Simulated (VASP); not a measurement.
# Re (Im-3m) in VASP: notebook, part 2 of 2

VASP 6.6.1. The steps go on from the part before.

**3. Single point, BLYP (volume scaled by 0.88)**

Contents of INCAR:

```
PREC = Accurate ; ENCUT = 500
EDIFF = 1E-6 ; ISMEAR = -1
SIGMA = 0.1 ; LREAL = False
LASPH = True ; NELM = 120
ALGO = Normal ; ISIF = 2
LWAVE = False ; LCHARG = False
GGA = B5 ; ALDAX = 1.0
AGGAX = 1.0 ; AGGAC = 1.0
ALDAC = 0.0 ; NBANDS = 14
GGA_COMPAT = False
```

Contents of KPOINTS:

```
Automatic mesh
0
Gamma
  16 16 16
```

Contents of POSCAR:

```
Re
1.0
   -1.5116835791      1.5116835791      1.5116835791
    1.5116835791     -1.5116835791      1.5116835791
    1.5116835791      1.5116835791     -1.5116835791
Re
1
Direct
    0.0000000000      0.0000000000      0.0000000000
```

Potentials or basis: VASP PAW PBE potentials, release 64 (Re_sv_GW).

Command:

```console
$ cat potpaw_PBE.64/Re_sv_GW/POTCAR > POTCAR
$ mpirun -np 1 vasp_std > vasp.out
```

OUTCAR:

```text
PREC = Accurate
   ENCUT = 500
   EDIFF = 1E-6
   ISMEAR = -1
   LREAL = False
   LASPH = True
   NELM = 120
   ISIF = 2
   GGA = B5

 ion  position               nearest neighbor table
   1  0.000  0.000  0.000-

  LATTYP: Found a body centered cubic cell.
 ALAT       =     3.0233671582

  Lattice vectors:

 A1 = (  -1.5116835791,   1.5116835791,   1.5116835791)
 A2 = (   1.5116835791,  -1.5116835791,   1.5116835791)
 A3 = (   1.5116835791,   1.5116835791,  -1.5116835791)

Analysis of symmetry for initial positions (statically):
=====================================================================
 Subroutine PRICEL returns:
 Original cell was already a primitive cell.

 Routine SETGRP: Setting up the symmetry group for a
 body centered cubic supercell.

 Subroutine GETGRP returns: Found 48 space group operations
 (whereof 48 operations were pure point group operations)
 out of a pool of 48 trial point group operations.

The static configuration has the point symmetry O_h .

[... 164 lines left out ...]
 k-point     1 :       0.0000    0.0000    0.0000
  band No.  band energies     occupation
      1     -64.7281      2.00000
      2     -26.0958      2.00000
      3     -26.0958      2.00000
      4     -26.0958      2.00000
      5       4.7037      2.00000
      6      12.7150      2.00000
      7      12.7150      2.00000
      8      12.7150      2.00000
      9      16.5185      0.00034
     10      16.5185      0.00034
     11      30.5983      0.00000
     12      30.5983      0.00000
     13      30.5983      0.00000
     14      44.3377      0.00000
[... 377 lines left out ...]
      1     -64.5755      2.00000
      2     -27.2944      2.00000
      3     -26.5952      2.00000
      4     -26.2265      2.00000
      5       8.9501      2.00000
      6      10.9088      2.00000
      7      12.0508      2.00000
      8      15.7895      0.39889
      9      17.4144      0.00000
     10      20.0912      0.00000
     11      28.5609      0.00000
     12      31.4466      0.00000
     13      33.6882      0.00000
     14      36.6506      0.00000

 [... further k-points ...]

------------------------ aborting loop because EDIFF is reached ----------------------------------------

  FORCE on cell =-STRESS in cart. coord.  units (eV):
  Direction    XX          YY          ZZ          XY          YZ          ZX
  --------------------------------------------------------------------------------------
  -------------------------------------------------------------------------------------
  Total        4.6137252      4.6137252      4.6137252      0.0000000      0.0000000      0.0000000
  in kB      534.9579250    534.9579250    534.9579250      0.0000000      0.0000000      0.0000000
  external PRESSURE =     534.9579250 kB  Pullay stress =       0.0000000 kB

 VOLUME and BASIS-vectors are now :
 -----------------------------------------------------------------------------
  energy-cutoff  :      500.00
  volume of cell :       13.82
      direct lattice vectors                 reciprocal lattice vectors
    -1.511683579  1.511683579  1.511683579     0.000000000  0.330757049  0.330757049
     1.511683579 -1.511683579  1.511683579     0.330757049  0.000000000  0.330757049
     1.511683579  1.511683579 -1.511683579     0.330757049  0.330757049  0.000000000

 POSITION                                       TOTAL-FORCE (eV/Angst)
 -----------------------------------------------------------------------------------
      0.00000      0.00000      0.00000        -0.000000     -0.000000      0.000000
 -----------------------------------------------------------------------------------
    total drift:                                0.000000     -0.000000     -0.000000

  FREE ENERGIE OF THE ION-ELECTRON SYSTEM (eV)
  ---------------------------------------------------
  free  energy   TOTEN  =       -11.8433338393 eV

  energy  without entropy=      -11.8111488864  energy(sigma->0) =      -11.82724136
```

stdout:

```text
POSCAR found type information on POSCAR Re
 POSCAR found :  1 types and       1 ions
 scaLAPACK will be used
 -----------------------------------------------------------------------------
|                                                                             |
|                                                                             |
|     You enforced a specific xc type in the INCAR file but a different       |
|     I HOPE YOU KNOW WHAT YOU ARE DOING!                                     |
|                                                                             |
 -----------------------------------------------------------------------------

 LDA part: xc-table for (Slater(with rela. corr.)+VWN5), standard interpolation
 POSCAR, INCAR and KPOINTS ok, starting setup
 FFT: planning ... GRIDC
 FFT: planning ... GRID_SOFT
 FFT: planning ... GRID
 WAVECAR not read
 entering main loop
```

Run time: 23 s. Hardware: 1 thread of Intel Xeon Platinum 8375C at 2.90GHz (Ice Lake), shared host; peak memory 0.15 GiB.

What came out:

| Item | Value |
| --- | --- |
| Free energy | -11.8433 eV |
| Pressure | 53.5 GPa |

Caveat: the PAW data sets were made with another functional, which shifts forces and pressure a little; spin-orbit coupling is left out, which moves the levels of the heavy elements.

**4. Single point, BLYP (volume scaled by 0.96)**

Contents of INCAR:

```
SYSTEM = Re
PREC = Accurate ; ENCUT = 500
EDIFF = 1E-6 ; ISMEAR = -1
SIGMA = 0.1 ; LREAL = .False.
LASPH = .True. ; NELM = 120
ALGO = Normal ; ISIF = 2
LWAVE = .False. ; LCHARG = .True.
GGA = B5 ; ALDAX = 1.0
AGGAX = 1.0 ; AGGAC = 1.0
ALDAC = 0.0 ; LELF = .True.
LVHAR = .True. ; NBANDS = 14
GGA_COMPAT = .False.
```

Contents of KPOINTS:

```
regular mesh
0
Gamma
  16 16 16
  0 0 0
```

Contents of POSCAR:

```
Re
1.0
   -1.5561701569      1.5561701569      1.5561701569
    1.5561701569     -1.5561701569      1.5561701569
    1.5561701569      1.5561701569     -1.5561701569
Re
1
Direct
    0.0000000000      0.0000000000      0.0000000000
```

Command:

```console
$ cat potpaw_PBE.64/Re_sv_GW/POTCAR > POTCAR
$ mpirun -np 1 vasp_std > vasp.out
```

Run time: 15 s. Hardware: 1 thread of Intel Xeon 6975P-C (Granite Rapids), shared host; peak memory 0.15 GiB.

It converged, with:

```
Free energy : -12.1111 eV
Pressure    : 13.5 GPa
```

Levels at points of the mesh, in eV from the Fermi level:
| k point | band 4 | band 5 | band 6 | band 7 | band 8 | band 9 | band 10 | band 11 |
| --- | --- | --- | --- | --- | --- | --- | --- | --- |
| (0.00, 0.00, 0.00) | -41.84 | -10.32 | -2.63 | -2.63 | -2.63 | 0.79 | 0.79 | 14.89 |
| (0.50, 0.00, 0.00) | -41.84 | -7.19 | -4.79 | 0.33 | 0.64 | 1.50 | 4.35 | 9.80 |
| (0.50, 0.50, 0.50) | -42.65 | -6.79 | -6.79 | 3.45 | 3.45 | 3.45 | 8.02 | 8.02 |

Caveat: the PAW data sets were made with another functional, which shifts forces and pressure a little; spin-orbit coupling is left out, which moves the levels of the heavy elements.

**5. Overview**

| potentials or basis | cell | k mesh | cutoff (eV) | second run | gap on the mesh (eV) | pressure (GPa) |
| --- | --- | --- | --- | --- | --- | --- |
| VASP PAW PBE potentials, release 64 (Re) | a = 2.732 Å, angles 109.5°, 1 atom | 23 × 23 × 23 | 520 | - | none | 1.8 |
| VASP PAW PBE potentials, release 64 (Re_sv_GW) | a = 2.618 Å, angles 109.5°, 1 atom | 16 × 16 × 16 | 500 | valence_matched | none | 53.5 |
| VASP PAW PBE potentials, release 64 (Re_sv_GW) | a = 2.695 Å, angles 109.5°, 1 atom | 16 × 16 × 16 | 500 | valence_matched | none | 13.5 |

Alike in all rows: task single point; level BLYP; no spin polarisation; smearing fermi-dirac 0.1 eV.

Caveats: the PAW data sets were made with another functional, which shifts forces and pressure a little; spin-orbit coupling is left out, which moves the levels of the heavy elements.

Total energies depend on the potentials used, so only differences within one code and one set of settings carry meaning.
